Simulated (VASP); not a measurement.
# TaN (Amm2) in VASP: single point with PBEsol

Aim: the single point of TaN with PBEsol.

Program: VASP 6.6.1. These are calculated values, not measurements. Logs are shortened: lines on timing, memory, paths and dates and some standing lists are left out, and cuts for length are marked.

## (1) The cell of the first run

Symmetry: Amm2, No. 38, orthorhombic system. Conventional cell: a = 2.870 Å, b = 2.924 Å, c = 21.057 Å, α = 90.00°, β = 90.00°, γ = 90.00°. Ta (site symmetry mm2) has 8 N at 2.22 to 2.93 Å and 7 Ta at 2.87 to 2.93 Å within 3.0 Å. Within 3.0 Å of Ta (site symmetry mm2) lie 6 N at 2.22 Å and 7 Ta at 2.87 to 2.93 Å. Ta (site symmetry mm2) has 6 N at 2.22 Å and 8 Ta at 2.87 to 2.92 Å within 3.0 Å. Within 3.0 Å of Ta (site symmetry mm2) lie 6 N at 2.22 Å and 8 Ta at 2.87 to 2.92 Å. N (site symmetry mm2) has 8 Ta at 2.22 to 2.93 Å and 7 N at 2.87 to 2.93 Å within 3.0 Å. Within 3.0 Å of N (site symmetry mm2) lie 6 Ta at 2.22 Å and 8 N at 2.87 to 2.92 Å. Within 3.0 Å of N (site symmetry mm2) lie 6 Ta at 2.22 Å and 8 N at 2.87 to 2.92 Å. N (site symmetry mm2) has 6 Ta at 2.22 Å and 7 N at 2.87 to 2.93 Å within 3.0 Å.

## (2) Single point, PBEsol (the part above a cut slid along it)

Input file INCAR:

```
SYSTEM = TaN
PREC = Accurate
ENCUT = 520
EDIFF = 1E-7
ISMEAR = 0
SIGMA = 0.15
LREAL = .False.
LASPH = .True.
NELM = 80
ALGO = Fast
ISIF = 2
LWAVE = .False.
LCHARG = .False.
GGA = PS
NBANDS = 42
ISYM = 0
KPAR = 4
```

Input file KPOINTS:

```
regular mesh
0
Gamma
  15 15 5
  0 0 0
```

Input file POSCAR:

```
TaN
1.0
    1.4619341542     -2.5321442324      0.0000000000
    0.0000000000      0.0000000000     -2.8704762697
    9.8489821640      3.9982163487      0.0000000000
Ta N
4 4
Direct
    0.0590715762      0.5000000000      0.8818568477
   -0.0801753635      0.5000000000      0.1603507269
    0.2995736164      0.5000000000      0.4008527672
   -0.3206774037      0.5000000000      0.6413548074
    0.4599083099      0.0000000000      0.0801833802
   -0.1603427102      0.0000000000      0.3206854205
    0.2194062697      0.0000000000      0.5611874607
   -0.4008447505      0.0000000000      0.8016895009
```

Potentials or basis: VASP PAW PBE potentials, release 64 (Ta_pv, N).

Started as:

```console
> cat potpaw_PBE.64/Ta_pv/POTCAR potpaw_PBE.64/N/POTCAR > POTCAR
> mpirun -np 4 vasp_std > vasp.out
```

OUTCAR:

```text
SYSTEM = TaN
   PREC = Accurate
   ENCUT = 520
   EDIFF = 1E-7
   ISMEAR = 0
   LREAL = .False.
   LASPH = .True.
   NELM = 80
   ISIF = 2
   GGA = PS
   ISYM = 0

 ion  position               nearest neighbor table
   1  0.059  0.500  0.882-   8 2.22   8 2.22   8 2.22   8 2.22   4 2.92   4 2.92   2 2.93
   2  0.920  0.500  0.160-   5 2.22   5 2.22   5 2.22   5 2.22   6 2.22   6 2.22   3 2.92   3 2.92
                             1 2.93
   3  0.300  0.500  0.401-   6 2.22   6 2.22   6 2.22   6 2.22   7 2.22   7 2.22   4 2.92   4 2.92
                             2 2.92   2 2.92
   4  0.679  0.500  0.641-   7 2.22   7 2.22   7 2.22   7 2.22   8 2.22   8 2.22   3 2.92   3 2.92
                             1 2.92   1 2.92
   5  0.460  0.000  0.080-   2 2.22   2 2.22   2 2.22   2 2.22
   6  0.840  0.000  0.321-   3 2.22   3 2.22   3 2.22   3 2.22   2 2.22   2 2.22
   7  0.219  0.000  0.561-   4 2.22   4 2.22   4 2.22   4 2.22   3 2.22   3 2.22
   8  0.599  0.000  0.802-   1 2.22   1 2.22   4 2.22   4 2.22   1 2.22   1 2.22

IMPORTANT INFORMATION: All symmetrisations will be switched off!
NOSYMM: (Re-)initialisation of all symmetry stuff for point group C_1.

----------------------------------------------------------------------------------------

                                     Primitive cell

  volume of cell :      88.3652

  direct lattice vectors                    reciprocal lattice vectors
     1.461934154 -2.532144232  0.000000000     0.129878962 -0.319936558  0.000000000
     0.000000000  0.000000000 -2.870476270     0.000000000  0.000000000 -0.348374244
     9.848982164  3.998216349  0.000000000     0.082254744  0.047489799  0.000000000

  length of vectors
     2.923868308  2.870476270 10.629590003     0.345293999  0.348374244  0.094979598

  position of ions in fractional coordinates (direct lattice)
     0.059071576  0.500000000  0.881856848
     0.919824637  0.500000000  0.160350727
     0.299573616  0.500000000  0.400852767
     0.679322596  0.500000000  0.641354807
     0.459908310  0.000000000  0.080183380
     0.839657290  0.000000000  0.320685420
     0.219406270  0.000000000  0.561187461
     0.599155250  0.000000000  0.801689501

  ion indices of the primitive-cell ions
   primitive index   ion index
                 1           1
                 2           2
                 3           3
                 4           4
                 5           5
                 6           6
                 7           7
                 8           8

----------------------------------------------------------------------------------------

 KPOINTS: regular mesh
[... 94 lines left out ...]
   IBRION =     -1    ionic relax: 0-MD 1-quasi-New 2-CG
   NFREE  =      0    steps in history (QN), initial steepest desc. (CG)
   ISIF   =      2    stress and relaxation
   ISYM   =      0    0-nonsym 1-usesym 2-fastsym
   POTIM  = 0.5000    time-step for ionic-motion
   TEBEG  =    0.0;   TEEND  =   0.0 temperature during run
   PSTRESS=    0.0 pullay stress
   NELECT =      64.0000    total number of electrons
   NUPDOWN=      -1.0000    fix difference up-down
   EMIN   =  10.00;   EMAX   =-10.00  energy-range for DOS
   EFERMI =   0.00;   METHOD = LEGACY
   ISMEAR =     0;   SIGMA  =   0.15  broadening in eV -4-tet -1-fermi 0-gaus
   EFERMI_NEDOS =   21; number of points for ismear=-14 and -15
   IALGO  =     68    algorithm
   IMIX   =      4    mixing-type and parameters
     AMIX     =   0.40;   BMIX     =  1.00
     AMIX_MAG =   1.60;   BMIX_MAG =  1.00
  volume/ion in A,a.u.               =      11.05        74.54
  Fermi-wavevector in a.u.,A,eV,Ry     =   1.470193  2.778262 29.408549  2.161467
  Thomas-Fermi vector in A             =   2.585479
   LORBIT       =      0    0 simple, 1 ext, 2 COOP (PROOUT), +10 PAW based schemes
   GGA     = PS    functional components
   LHFCALC =     F    Hartree Fock is set to
   AEXX    =    0.0000 exact exchange contribution
   IVDW    =     0    specifies the selected vdW correction
   LEPSILON=     F    determine dielectric tensor
   LRPA    =     F    only Hartree local field effects (RPA)
 non-spin polarized calculation
 RMM-DIIS sequential band-by-band and
 Gauss-broadening in eV      SIGMA  =   0.15
  energy-cutoff  :      520.00
  volume of cell :       88.37
 maximum number of plane-waves:      2411
 NGX is ok and might be reduce to    24
   NGX = 11   NGY = 11   NGZ = 39

 number of electron      63.9999995 magnetization

 Free energy of the ion-electron system (eV)
  ---------------------------------------------------
  ext. energy  EPLUGINS =         0.00000000
  ---------------------------------------------------
  free energy    TOTEN  =       -92.64650486 eV

  energy without entropy =      -92.62675771  energy(sigma->0) =      -92.63663128

 E-fermi :   8.1156     XC(G=0): -13.3479

 val. band max:        8.1150925960   @ k =  -0.0000  -0.4000   0.2000
 cond. band min:       8.1366997756   @ k =   0.2000   0.2667  -0.0000
 fundamental gap:      0.0216071796
 Fermi energy:         8.1156430158

 k-point     1 :       0.0000    0.0000    0.0000
  band No.  band energies     occupation
      1     -27.7625      2.00000
      2     -27.2751      2.00000
      3     -27.2040      2.00000
      4     -27.0478      2.00000
      5     -27.0347      2.00000
      6     -26.9383      2.00000
[... 1069 lines left out ...]
     41      11.2691      0.00000
     42      11.3282      0.00000

 [... further k-points ...]
[... 5 lines left out ...]
  --------------------------------------------------------------------------------------
  -------------------------------------------------------------------------------------
  Total       -1.6849797     -3.6836895     -3.4505957      1.7339790     -0.0000024      0.0000042
  in kB      -30.5508868    -66.7901096    -62.5638143     31.4393078     -0.0000431      0.0000763
  external PRESSURE =     -53.3016035 kB  Pullay stress =       0.0000000 kB

 VOLUME and BASIS-vectors are now :
 -----------------------------------------------------------------------------
  energy-cutoff  :      520.00
  volume of cell :       88.37
      direct lattice vectors                 reciprocal lattice vectors
     1.461934154 -2.532144232  0.000000000     0.129878962 -0.319936558  0.000000000
     0.000000000  0.000000000 -2.870476270     0.000000000  0.000000000 -0.348374244
     9.848982164  3.998216349  0.000000000     0.082254744  0.047489799  0.000000000

 POSITION                                       TOTAL-FORCE (eV/Angst)
 -----------------------------------------------------------------------------------
      8.77175      3.37628     -1.43524         0.355268      0.204836      0.000001
      2.92401     -1.68801     -1.43524        -0.580764     -0.335209     -0.000001
      4.38595      0.84413     -1.43524        -0.112218     -0.064737     -0.000000
      7.30982      0.84413     -1.43524         0.214347      0.123728     -0.000001
      1.46208     -0.84396      0.00000         0.257856      0.149101      0.000000
      4.38595     -0.84396      0.00000         0.016185      0.009144      0.000002
      5.84788      1.68818      0.00000         0.013588      0.007841      0.000001
      8.77175      1.68818      0.00000        -0.164263     -0.094703     -0.000001
 -----------------------------------------------------------------------------------
    total drift:                                0.000620      0.000290     -0.000002

  FREE ENERGIE OF THE ION-ELECTRON SYSTEM (eV)
  ---------------------------------------------------
  free  energy   TOTEN  =       -92.6465048578 eV

  energy  without entropy=      -92.6267577057  energy(sigma->0) =      -92.63663128
```

OSZICAR:

```text
N       E                     dE             d eps       ncg     rms          rms(c)
DAV:   1     0.622745173742E+03    0.62275E+03   -0.34961E+04 47332   0.162E+03
DAV:   2    -0.557722571044E+02   -0.67852E+03   -0.64834E+03 52584   0.479E+02
DAV:   3    -0.101084906704E+03   -0.45313E+02   -0.44264E+02 57244   0.116E+02
DAV:   4    -0.102226827649E+03   -0.11419E+01   -0.11305E+01 59854   0.177E+01
DAV:   5    -0.102254991726E+03   -0.28164E-01   -0.28114E-01 60076   0.222E+00    0.463E+01
RMM:   6    -0.927604216875E+02    0.94946E+01   -0.42312E+01 64023   0.236E+01    0.218E+01
RMM:   7    -0.927114878651E+02    0.48934E-01   -0.58156E+00 61656   0.110E+01    0.913E+00
RMM:   8    -0.927060372619E+02    0.54506E-02   -0.14127E+00 64714   0.422E+00    0.159E+00
RMM:   9    -0.926446544964E+02    0.61383E-01   -0.25667E-01 61954   0.197E+00    0.413E-01
RMM:  10    -0.926470528269E+02   -0.23983E-02   -0.57066E-02 69111   0.813E-01    0.309E-01
RMM:  11    -0.926464814200E+02    0.57141E-03   -0.65233E-03 64457   0.363E-01    0.170E-01
RMM:  12    -0.926465003161E+02   -0.18896E-04   -0.18722E-03 62418   0.206E-01    0.541E-02
RMM:  13    -0.926465036968E+02   -0.33807E-05   -0.61768E-04 66729   0.108E-01    0.362E-02
RMM:  14    -0.926465059042E+02   -0.22074E-05   -0.11949E-04 67218   0.494E-02    0.140E-02
RMM:  15    -0.926465041162E+02    0.17880E-05   -0.28119E-05 65629   0.234E-02    0.268E-03
RMM:  16    -0.926465047590E+02   -0.64281E-06   -0.54344E-06 66715   0.104E-02    0.164E-03
RMM:  17    -0.926465048578E+02   -0.98819E-07   -0.98847E-07 54923   0.422E-03
   1 F= -.92646505E+02 E0= -.92636631E+02  d E =-.197472E-01
```

Run time: 21 min. Hardware: 4 MPI ranks of Oxide Virtual Turin-like, shared host; peak memory 1.4 GiB.

What came out:

```
Free energy            : -92.6465 eV
Pressure               : -5.3 GPa
Largest force          : 0.671 eV/Å
Band gap on the k mesh : zero (bands 32 and 33 overlap by 1.36 eV)
```

Forces on the atoms (eV/Å):
```
Ta   0.355  0.205  0.000
Ta  -0.581 -0.335  0.000
Ta  -0.112 -0.065  0.000
Ta   0.214  0.124  0.000
N    0.258  0.149  0.000
N    0.016  0.009  0.000
N    0.014  0.008  0.000
N   -0.164 -0.095  0.000
```

Caveat: the cell differs from its parent crystal (the part above a cut slid along it); the cell stands under tension; the PAW data sets were made with another functional, which shifts forces and pressure a little; spin-orbit coupling is left out, which moves the levels of the heavy elements.

The gap in the log of VASP goes by the Fermi energy; the results here count the filled bands.